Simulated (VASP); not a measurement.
## Ti4HN4: single point with PBEsol

The system is Ti4HN4, a slab with vacuum.

```
N Ti H
1.0
     2.97263    0.00000    0.00000
    -1.48632    2.57437    0.00000
     0.00000    0.00000   27.49500
N Ti H
4 4 1
Direct
  0.33333 0.66667 0.30915
  0.00000 0.00000 0.39742
  0.66667 0.33333 0.48505
  0.33333 0.66667 0.57581
  0.66667 0.33333 0.35329
  0.33333 0.66667 0.44156
  0.00000 0.00000 0.52888
  0.66667 0.33333 0.61335
  0.66667 0.33333 0.67632
```

* Program: VASP 6.6.1
* Task: single point
* Functional: PBEsol
* Potentials or basis: VASP PAW PBE potentials, release 64 (N, Ti_sv, H)
* Cutoff: 520 eV
* k mesh: 12 × 12 × 1
* Occupations: gaussian, width 0.1 eV
* Spin: no spin polarisation

The largest force is 5.950 eV/Å and the band gap on the k mesh is zero (an odd number of electrons rules out a gap without spin polarisation).

Forces on the atoms (eV/Å):
```
N    0.000  0.000  4.491
N    0.000  0.000  1.262
N    0.000  0.000  0.023
N    0.000  0.000  0.002
Ti   0.000  0.000 -5.950
Ti   0.000  0.000  0.150
Ti   0.000  0.000 -0.008
Ti   0.000  0.000  0.039
H    0.000  0.000 -0.009
```

Levels at points of the mesh, in eV from the Fermi level:
```csv
k point,band 31,band 32,band 33,band 34,band 35,band 36,band 37,band 38
"(0.00, 0.00, 0.00)",-1.24,-0.49,-0.49,-0.02,-0.02,0.07,0.68,0.68
"(0.50, 0.00, 0.00)",-2.01,-1.26,-0.81,-0.43,0.09,0.41,1.48,1.94
```

Run time: 3 min on 1 thread of Intel(R) Xeon(R) 6975P-C (Granite Rapids) (shared host), peak memory 0.42 GiB.

Caveat: the PAW data sets were made with another functional, which shifts forces and pressure a little.
